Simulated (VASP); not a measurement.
# SrTiO3 in VASP: further runs

The runs below take SrTiO3 through single point, with PBE+U.

Program: VASP 6.6.1. These are calculated values, not measurements. Logs are shortened: lines on timing, memory, paths and dates and some standing lists are left out, and cuts for length are marked.

## 1. The cell of the first run

The structure is cubic, space group Pm-3m (No. 221). Conventional cell: a = 3.925 Å, b = 3.925 Å, c = 3.925 Å, α = 90.00°, β = 90.00°, γ = 90.00°. Sr (site symmetry m-3m) has 12 O at 2.78 Å and 8 Ti at 3.40 Å within 3.7 Å. Ti (site symmetry m-3m) has 6 O at 1.96 Å within 2.6 Å. O (site symmetry 4/mmm) has 2 Ti at 1.96 Å within 2.6 Å.

## 2. Single point, PBE+U

INCAR reads:

```
PREC = Accurate
ENCUT = 520
EDIFF = 1E-6
ISMEAR = 0
SIGMA = 0.02
LREAL = False
LASPH = True
NELM = 150
ALGO = Normal
ISIF = 2
LWAVE = False
LCHARG = False
LMAXMIX = 4
LDAU = True
LDAUTYPE = 2
LDAUL = -1 2 -1
LDAUU = 0 4 0
LDAUJ = 0 0 0
LDAUPRINT = 1
GGA = PE
NBANDS = 28
```

KPOINTS reads:

```
Automatic mesh
0
Gamma
  8 8 8
```

POSCAR reads:

```
SrTiO3
1.0
    3.9246270842      0.0000000000      0.0000000000
    0.0000000000      3.9246270842      0.0000000000
    0.0000000000      0.0000000000      3.9246270842
Sr Ti O
1 1 3
Direct
    0.0000000000      0.0000000000      0.0000000000
    0.5000000000      0.5000000000      0.5000000000
    0.5000000000      0.0000000000      0.5000000000
    0.5000000000      0.5000000000      0.0000000000
    0.0000000000      0.5000000000      0.5000000000
```

Potentials or basis: VASP PAW PBE potentials, release 64 (Sr_sv, Ti_sv, O).

Command:

```sh
$ cat potpaw_PBE.64/Sr_sv/POTCAR potpaw_PBE.64/Ti_sv/POTCAR potpaw_PBE.64/O/POTCAR > POTCAR
$ mpirun -np 1 vasp_std > vasp.out
```

OUTCAR:

```text
PREC = Accurate
   ENCUT = 520
   EDIFF = 1E-6
   ISMEAR = 0
   LREAL = False
   LASPH = True
   NELM = 150
   ISIF = 2
   GGA = PE

 ion  position               nearest neighbor table
   1  0.000  0.000  0.000-   3 2.78   4 2.78   5 2.78   3 2.78   5 2.78   4 2.78   5 2.78   5 2.78
                             3 2.78   4 2.78   3 2.78   4 2.78   2 3.40   2 3.40   2 3.40   2 3.40
   2  0.500  0.500  0.500-   3 1.96   4 1.96   5 1.96   4 1.96   3 1.96   5 1.96   1 3.40   1 3.40
                             1 3.40   1 3.40   1 3.40   1 3.40   1 3.40   1 3.40
   3  0.500  0.000  0.500-   2 1.96   2 1.96   1 2.78   1 2.78   1 2.78   1 2.78
   4  0.500  0.500  0.000-   2 1.96   2 1.96   1 2.78   1 2.78   1 2.78   1 2.78
   5  0.000  0.500  0.500-   2 1.96   2 1.96   1 2.78   1 2.78   1 2.78   1 2.78

  LATTYP: Found a simple cubic cell.
 ALAT       =     3.9246270842

  Lattice vectors:

 A1 = (   3.9246270842,   0.0000000000,   0.0000000000)
 A2 = (   0.0000000000,   3.9246270842,   0.0000000000)
 A3 = (   0.0000000000,   0.0000000000,   3.9246270842)

Analysis of symmetry for initial positions (statically):
=====================================================================
 Subroutine PRICEL returns:
 Original cell was already a primitive cell.

 Routine SETGRP: Setting up the symmetry group for a
 simple cubic supercell.

 Subroutine GETGRP returns: Found 48 space group operations
 (whereof 48 operations were pure point group operations)
 out of a pool of 48 trial point group operations.

The static configuration has the point symmetry O_h .

Analysis of symmetry for dynamics (positions and initial velocities):
=====================================================================
 Subroutine PRICEL returns:
 Original cell was already a primitive cell.

 Routine SETGRP: Setting up the symmetry group for a
 simple cubic supercell.

 Subroutine GETGRP returns: Found 48 space group operations
 (whereof 48 operations were pure point group operations)
 out of a pool of 48 trial point group operations.

The dynamic configuration has the point symmetry O_h .

 Subroutine INISYM returns: Found 48 space group operations
 (whereof 48 operations are pure point group operations),
 and found     1 'primitive' translations

----------------------------------------------------------------------------------------

                                     Primitive cell

  volume of cell :      60.4498

  direct lattice vectors                    reciprocal lattice vectors
     3.924627084  0.000000000  0.000000000     0.254801279  0.000000000  0.000000000
     0.000000000  3.924627084  0.000000000     0.000000000  0.254801279  0.000000000
     0.000000000  0.000000000  3.924627084     0.000000000  0.000000000  0.254801279

  length of vectors
     3.924627084  3.924627084  3.924627084     0.254801279  0.254801279  0.254801279

  position of ions in fractional coordinates (direct lattice)
     0.000000000  0.000000000  0.000000000
     0.500000000  0.500000000  0.500000000
     0.500000000  0.000000000  0.500000000
     0.500000000  0.500000000  0.000000000
     0.000000000  0.500000000  0.500000000

  ion indices of the primitive-cell ions
   primitive index   ion index
                 1           1
                 2           2
                 3           3
                 4           4
                 5           5

----------------------------------------------------------------------------------------

 KPOINTS: Automatic mesh

Automatic generation of k-mesh.
 Grid dimensions read from file:
 generate k-points for:    8    8    8

 Generating k-lattice:

[... 48 lines left out ...]
   ions per type =               1   1   3
   NGX,Y,Z   is equivalent  to a cutoff of  12.71, 12.71, 12.71 a.u.
   NGXF,Y,Z  is equivalent  to a cutoff of  25.42, 25.42, 25.42 a.u.
 SYSTEM =  unknown system
   PREC   = accura    normal or accurate (medium, high low for compatibility)
   ISTART =      0    job   : 0-new  1-cont  2-samecut
   ICHARG =      2    charge: 1-file 2-atom 10-const
   ISPIN  =      1    spin polarized calculation?
   LNONCOLLINEAR =      F non collinear calculations
   LSORBIT =      F    spin-orbit coupling
   LASPH  =      T    aspherical Exc in radial PAW
   ENCUT  =  520.0 eV  38.22 Ry    6.18 a.u.   7.30  7.30  7.30*2*pi/ulx,y,z
   NELM   =    150;   NELMIN=  2; NELMDL= -5     # of ELM steps
   EDIFF  = 0.1E-05   stopping-criterion for ELM
   LREAL  =      F    real-space projection
   EDIFFG = 0.1E-04   stopping-criterion for IOM
   NSW    =      0    number of steps for IOM
   IBRION =     -1    ionic relax: 0-MD 1-quasi-New 2-CG
   NFREE  =      0    steps in history (QN), initial steepest desc. (CG)
   ISIF   =      2    stress and relaxation
   ISYM   =      2    0-nonsym 1-usesym 2-fastsym
   POTIM  = 0.5000    time-step for ionic-motion
   TEBEG  =    0.0;   TEEND  =   0.0 temperature during run
   PSTRESS=    0.0 pullay stress
   NELECT =      40.0000    total number of electrons
   NUPDOWN=      -1.0000    fix difference up-down
   EMIN   =  10.00;   EMAX   =-10.00  energy-range for DOS
   EFERMI =   0.00;   METHOD = LEGACY
   ISMEAR =     0;   SIGMA  =   0.02  broadening in eV -4-tet -1-fermi 0-gaus
   EFERMI_NEDOS =   21; number of points for ismear=-14 and -15
   IALGO  =     38    algorithm
   IMIX   =      4    mixing-type and parameters
     AMIX     =   0.40;   BMIX     =  1.00
     AMIX_MAG =   1.60;   BMIX_MAG =  1.00
  volume/ion in A,a.u.               =      12.09        81.59
  Fermi-wavevector in a.u.,A,eV,Ry     =   1.426581  2.695847 27.689670  2.035133
  Thomas-Fermi vector in A             =   2.546843
   LORBIT       =      0    0 simple, 1 ext, 2 COOP (PROOUT), +10 PAW based schemes
 LDA+U is selected, type is set to LDAUTYPE =  2
   angular momentum for each species LDAUL =    -1    2   -1
   U (eV)           for each species LDAUU =   0.0  4.0  0.0
   J (eV)           for each species LDAUJ =   0.0  0.0  0.0
   GGA     = PE    functional components
   LHFCALC =     F    Hartree Fock is set to
   AEXX    =    0.0000 exact exchange contribution
   IVDW    =     0    specifies the selected vdW correction
   LEPSILON=     F    determine dielectric tensor
   LRPA    =     F    only Hartree local field effects (RPA)
 non-spin polarized calculation
 Gauss-broadening in eV      SIGMA  =   0.02
  energy-cutoff  :      520.00
  volume of cell :       60.45
 maximum number of plane-waves:      1647
 NGX is ok and might be reduce to    30
   NGX = 15   NGY = 15   NGZ = 15

atom =   2  type =  2  l = 2

 onsite density matrix

spin component  1

  0.1030 -0.0000 -0.0000  0.0000 -0.0000
 -0.0000  0.1030 -0.0000  0.0000 -0.0000
 -0.0000 -0.0000  0.2516 -0.0000  0.0000
  0.0000  0.0000 -0.0000  0.1030  0.0000
 -0.0000 -0.0000  0.0000  0.0000  0.2516

spin component  2

  0.1030 -0.0000 -0.0000  0.0000 -0.0000
 -0.0000  0.1030 -0.0000  0.0000 -0.0000
 -0.0000 -0.0000  0.2516 -0.0000  0.0000
  0.0000  0.0000 -0.0000  0.1030  0.0000
 -0.0000 -0.0000  0.0000  0.0000  0.2516

 occupancies and eigenvectors

  o =  0.1030  v =  1.0000  0.0000  0.0000  0.0000  0.0000  0.0000  0.0000  0.0000  0.0000  0.0000      0.0000  0.0000  0.0000  0.0000  0.0000  0.0000  0.0000  0.0000  0.0000  0.0000
  o =  0.1030  v =  0.0000  0.0000  0.0000  0.0000  0.0000  1.0000  0.0000  0.0000  0.0000  0.0000      0.0000  0.0000  0.0000  0.0000  0.0000  0.0000  0.0000  0.0000  0.0000  0.0000
  o =  0.1030  v =  0.0000  0.9452 -0.0000 -0.3264 -0.0000  0.0000  0.0000  0.0000  0.0000  0.0000      0.0000  0.0000  0.0000  0.0000  0.0000  0.0000  0.0000  0.0000  0.0000  0.0000
  o =  0.1030  v =  0.0000  0.0000  0.0000  0.0000  0.0000  0.0000  0.9452 -0.0000 -0.3264 -0.0000      0.0000  0.0000  0.0000  0.0000  0.0000  0.0000  0.0000  0.0000  0.0000  0.0000
  o =  0.1030  v =  0.0000  0.0000  0.0000  0.0000  0.0000  0.0000  0.3264  0.0000  0.9452  0.0000      0.0000  0.0000  0.0000  0.0000  0.0000  0.0000  0.0000  0.0000  0.0000  0.0000
  o =  0.1030  v =  0.0000  0.3264  0.0000  0.9452  0.0000  0.0000  0.0000  0.0000  0.0000  0.0000      0.0000  0.0000  0.0000  0.0000  0.0000  0.0000  0.0000  0.0000  0.0000  0.0000
  o =  0.2516  v =  0.0000  0.0000  0.0000  0.0000  0.0000  0.0000 -0.0000  0.0208  0.0000 -0.9998      0.0000  0.0000  0.0000  0.0000  0.0000  0.0000  0.0000  0.0000  0.0000  0.0000
  o =  0.2516  v =  0.0000 -0.0000  0.0208  0.0000 -0.9998  0.0000  0.0000  0.0000  0.0000  0.0000      0.0000  0.0000  0.0000  0.0000  0.0000  0.0000  0.0000  0.0000  0.0000  0.0000
  o =  0.2516  v =  0.0000  0.0000  0.0000  0.0000  0.0000  0.0000 -0.0000  0.9998  0.0000  0.0208      0.0000  0.0000  0.0000  0.0000  0.0000  0.0000  0.0000  0.0000  0.0000  0.0000
  o =  0.2516  v =  0.0000 -0.0000  0.9998  0.0000  0.0208  0.0000  0.0000  0.0000  0.0000  0.0000      0.0000  0.0000  0.0000  0.0000  0.0000  0.0000  0.0000  0.0000  0.0000  0.0000

 number of electron      39.9999995 magnetization

 Free energy of the ion-electron system (eV)
  ---------------------------------------------------
  ext. energy  EPLUGINS =         0.00000000
  ---------------------------------------------------
  free energy    TOTEN  =       -37.37564021 eV

  energy without entropy =      -37.37564021  energy(sigma->0) =      -37.37564021

 E-fermi :   4.2670     XC(G=0): -11.1995

 val. band max:        4.1779605670   @ k =   0.5000   0.5000   0.5000
 cond. band min:       6.5253730295   @ k =   0.0000   0.0000   0.0000
 fundamental gap:      2.3474124625
 Fermi energy:         4.2669523897

 k-point     1 :       0.0000    0.0000    0.0000
  band No.  band energies     occupation
      1     -53.3875      2.00000
      2     -29.5752      2.00000
      3     -29.5752      2.00000
      4     -29.5752      2.00000
      5     -28.6556      2.00000
      6     -13.2610      2.00000
[... 733 lines left out ...]
     27      12.3470      0.00000
     28      12.8264      0.00000

 [... further k-points ...]
[... 5 lines left out ...]
  --------------------------------------------------------------------------------------
  -------------------------------------------------------------------------------------
  Total        2.2125893      2.2125893      2.2125893     -0.0000000     -0.0000000     -0.0000000
  in kB       58.6430027     58.6430027     58.6430027     -0.0000000     -0.0000000     -0.0000000
  external PRESSURE =      58.6430027 kB  Pullay stress =       0.0000000 kB

 VOLUME and BASIS-vectors are now :
 -----------------------------------------------------------------------------
  energy-cutoff  :      520.00
  volume of cell :       60.45
      direct lattice vectors                 reciprocal lattice vectors
     3.924627084  0.000000000  0.000000000     0.254801279  0.000000000  0.000000000
     0.000000000  3.924627084  0.000000000     0.000000000  0.254801279  0.000000000
     0.000000000  0.000000000  3.924627084     0.000000000  0.000000000  0.254801279

 POSITION                                       TOTAL-FORCE (eV/Angst)
 -----------------------------------------------------------------------------------
      0.00000      0.00000      0.00000         0.000000      0.000000      0.000000
      1.96231      1.96231      1.96231         0.000000      0.000000      0.000000
      1.96231      0.00000      1.96231         0.000000      0.000000      0.000000
      1.96231      1.96231      0.00000         0.000000      0.000000      0.000000
      0.00000      1.96231      1.96231         0.000000      0.000000      0.000000
 -----------------------------------------------------------------------------------
    total drift:                                0.000000      0.000000     -0.000000

  FREE ENERGIE OF THE ION-ELECTRON SYSTEM (eV)
  ---------------------------------------------------
  free  energy   TOTEN  =       -37.3756402135 eV

  energy  without entropy=      -37.3756402135  energy(sigma->0) =      -37.37564021
```

It took 29 s on 1 thread of Intel Xeon 6975P-C (Granite Rapids), shared host; peak memory 0.2 GiB.

What came out:

| Item | Value |
| --- | --- |
| Free energy | -37.3756 eV |
| Pressure | 5.9 GPa |
| Band gap on the k mesh | 2.35 eV, indirect (least direct gap 2.77 eV) |

Eigenvalues of the final occupation matrices:
| site | spin | trace | eigenvalues |
| --- | --- | --- | --- |
| site 2 d | 1 | 0.81 | 0.10 0.10 0.10 0.25 0.25 |
| site 2 d | 2 | 0.81 | 0.10 0.10 0.10 0.25 0.25 |

[end of part 1 of 2]
